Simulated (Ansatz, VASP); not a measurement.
## Si16O in VASP and in Ansatz

```
Si O
1.0
     0.00000    5.43000    5.43000
     5.43000    0.00000    5.43000
     5.43000    5.43000    0.00000
Si O
16 1
Direct
  0.00790 0.00031 0.00470
  0.12640 0.13050 0.13159
  0.99044 0.00320 0.50505
  0.11265 0.12692 0.62882
  0.98626 0.50463 0.00614
  0.11787 0.62621 0.12750
  0.97776 0.50045 0.50161
  0.09604 0.62733 0.63201
  0.49935 0.00815 0.04511
  0.63446 0.13366 0.15689
  0.47833 0.95890 0.51313
  0.62480 0.11932 0.67381
  0.49276 0.50492 0.99873
  0.61137 0.63314 0.12781
  0.46947 0.47578 0.49898
  0.60486 0.58748 0.62391
  0.55023 0.93786 0.69596
```

Alike in both runs: functional PBEsol; k mesh 2 × 2 × 2; occupations gaussian, width 0.05 eV; collinear spin.

Ansatz relaxed the structure, and its values are those at the end. VASP's run is a single point on that final structure, the one shown.

|  | VASP | Ansatz |
| --- | --- | --- |
| version | VASP 6.6.1 | Ansatz 0.2.0 |
| potentials or method | VASP PAW PBE potentials, release 64 (Si, O), cutoff 520 eV | scalar-relativistic, plane waves, PAW |
| valence electrons in the cell | 70 | 70 |

VASP gave:

```
rms of the force components (eV/Å) : 0.026
net moment per atom (μB)           : 0.00
```

**Question.** Estimate Ansatz's values.

**Answer.** rms of the force components (eV/Å): 0.007; net moment per atom (μB): 0.00.

VASP's potentials were made for PBE, not for PBEsol. Ansatz's warnings: seeded moment not kept.

The k mesh is coarse, so the values compare programs but aren't converged.
